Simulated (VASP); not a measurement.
Input of a VASP 6.6.1 run:

File INCAR:

```
SYSTEM = Si
ALGO = Normal ; EDIFF = 1E-7
ENCUT = 520 ; GGA = CA
ISIF = 2 ; ISMEAR = 0
LASPH = .True. ; LCHARG = .False.
LREAL = .False. ; LWAVE = .False.
NBANDS = 11 ; NELM = 80
PREC = Accurate ; SIGMA = 0.15
```

Contents of KPOINTS:

```
k-points
0
Gamma
  20 20 20
  0 0 0
```

Contents of POSCAR:

```
Si
1.0
   -2.4069428891      2.4069428891      1.3292653899
    2.4069428891     -2.4069428891      1.3292653899
    2.4069428891      2.4069428891     -1.3292653899
Si
2
Direct
    0.2500000000      0.7500000000      0.5000000000
    0.5000000000      0.5000000000      0.0000000000
```

Potentials or basis: VASP PAW LDA potentials, release 64 (Si).

The run is started by

```sh
$ cat potpaw_LDA.64/Si/POTCAR > POTCAR
$ mpirun -np 1 vasp_std > vasp.out
```

(1) Predict the band gap on the k mesh.

(2) Predict the pressure.

## Answers

(1) zero (bands 4 and 5 overlap by 6.35 eV).

(2) -4.1 GPa.

Caveat: the cell differs from its parent crystal (strain +0.015 along x and y, +0.000 along z); the cell stands under tension.
